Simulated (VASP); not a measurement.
Here is a VASP 6.6.1 calculation.

INCAR

```
PREC     = Accurate       # precision mode
ENCUT    = 520            # plane-wave cutoff, eV
EDIFF    = 1E-6           # SCF threshold, eV
ISMEAR   = 0              # smearing method
SIGMA    = 0.02           # smearing width, eV
LREAL    = F              # projectors in reciprocal space
LASPH    = T              # aspherical terms in the spheres
NELM     = 80             # most SCF steps
ALGO     = Normal         # electronic algorithm
ISIF     = 2              # what is computed and relaxed
LWAVE    = F              # write WAVECAR
LCHARG   = F              # write CHGCAR
GGA      = PS             # functional
NBANDS   = 11             # bands
```

Contents of KPOINTS:

```
Automatic mesh
0
Gamma
  6 6 6
```

POSCAR

```
MgO
1.0
    0.0000000000      2.1071294990      2.1071294990
    2.1071294990      0.0000000000      2.1071294990
    2.1071294990      2.1071294990      0.0000000000
Mg O
1 1
Direct
    0.0000000000      0.0000000000      0.0000000000
    0.5000000000      0.5000000000      0.5000000000
```

Potentials or basis: VASP PAW PBE potentials, release 64 (Mg, O).

The run is started by

```sh
$ cat potpaw_PBE.64/Mg/POTCAR potpaw_PBE.64/O/POTCAR > POTCAR
$ mpirun -np 1 vasp_std > vasp.out
```

Task: Predict the band gap on the k mesh.

Result: 4.62 eV, direct.

Task: Estimate the pressure.

Result: -0.5 GPa.

Caveat: the k points lie up to 0.43 Å⁻¹ apart; the PAW data sets were made with another functional, which shifts forces and pressure a little. PBEsol gaps usually lie below the measured ones, often by a third to a half.
